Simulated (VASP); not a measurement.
Set up this calculation in VASP 6.6.1, as the native input.

| Quantity | Value |
| --- | --- |
| Task | single point |
| Functional | PBE |
| Potentials or basis | VASP PAW PBE potentials, release 64 (Ti_sv, Tl_d, I, O) |
| Cutoff | 520 eV |
| k mesh | 3 × 3 × 3 |
| Occupations | fermi-dirac, width 0.02 eV |
| Spin | no spin polarisation |
| Dipole correction | no |
| Further INCAR settings | LREAL = Auto; ALGO = Normal; EDIFF = 1e-07; NBANDS = 113 |

The structure of TiTl2I6O18 lies in POSCAR:

```
TiTl2I6O18
1.0
    5.7083500000      3.2957174091      3.7984333333
   -5.7083500000      3.2957174091      3.7984333333
    0.0000000000     -6.5914348183      3.7984333333
Ti Tl I O
1 2 6 18
Direct
    0.5000000000      0.5000000000      0.5000000000
    0.8310448990      0.8310448990      0.8310448990
    0.1689551010      0.1689551010      0.1689551010
    0.7049203079      0.1239830802      0.3398162775
    0.3398162775      0.7049203079      0.1239830802
    0.1239830802      0.3398162775      0.7049203079
    0.2950796921      0.8760169198      0.6601837225
    0.6601837225      0.2950796921      0.8760169198
    0.8760169198      0.6601837225      0.2950796921
    0.5482517269      0.2982120672      0.3357741978
    0.3357741978      0.5482517269      0.2982120672
    0.2982120672      0.3357741978      0.5482517269
    0.4517482731      0.7017879328      0.6642258022
    0.6642258022      0.4517482731      0.7017879328
    0.7017879328      0.6642258022      0.4517482731
    0.9077192152      0.2916213832      0.3928879513
    0.3928879513      0.9077192152      0.2916213832
    0.2916213832      0.3928879513      0.9077192152
    0.0922807848      0.7083786168      0.6071120487
    0.6071120487      0.0922807848      0.7083786168
    0.7083786168      0.6071120487      0.0922807848
    0.6859769105      0.0798355114      0.0962098413
    0.0962098413      0.6859769105      0.0798355114
    0.0798355114      0.0962098413      0.6859769105
    0.3140230895      0.9201644886      0.9037901587
    0.9037901587      0.3140230895      0.9201644886
    0.9201644886      0.9037901587      0.3140230895
```

The input as run:

INCAR

```
SYSTEM = TiTl2I6O18
  PREC = Accurate
  ENCUT = 520
  EDIFF = 1E-7
  ISMEAR = -1
  SIGMA = 0.02
  LREAL = Auto
  LASPH = .True.
  NELM = 80
  ALGO = Normal
  ISIF = 2
  LWAVE = .False.
  LCHARG = .False.
  GGA = PE
  NBANDS = 113
```

KPOINTS

```
regular mesh
0
Gamma
  3 3 3
  0 0 0
```

Potentials or basis: VASP PAW PBE potentials, release 64 (Ti_sv, Tl_d, I, O).

Launch:

```console
$ cat potpaw_PBE.64/Ti_sv/POTCAR potpaw_PBE.64/Tl_d/POTCAR potpaw_PBE.64/I/POTCAR potpaw_PBE.64/O/POTCAR > POTCAR
$ mpirun -np 1 vasp_std > vasp.out
```

It gave:

* Pressure: 2.0 GPa
* Largest force: 0.102 eV/Å
* Band gap on the k mesh: 2.59 eV (least direct gap 2.65 eV)

Caveat: spin-orbit coupling is left out, which moves the levels of the heavy elements; an odd mesh through Γ misses points on the zone boundary, where band edges can lie.

Wall time 16 min on 1 thread of Intel(R) Xeon(R) Platinum 8488C (Sapphire Rapids), with other jobs on the host, peak memory 0.6 GiB.
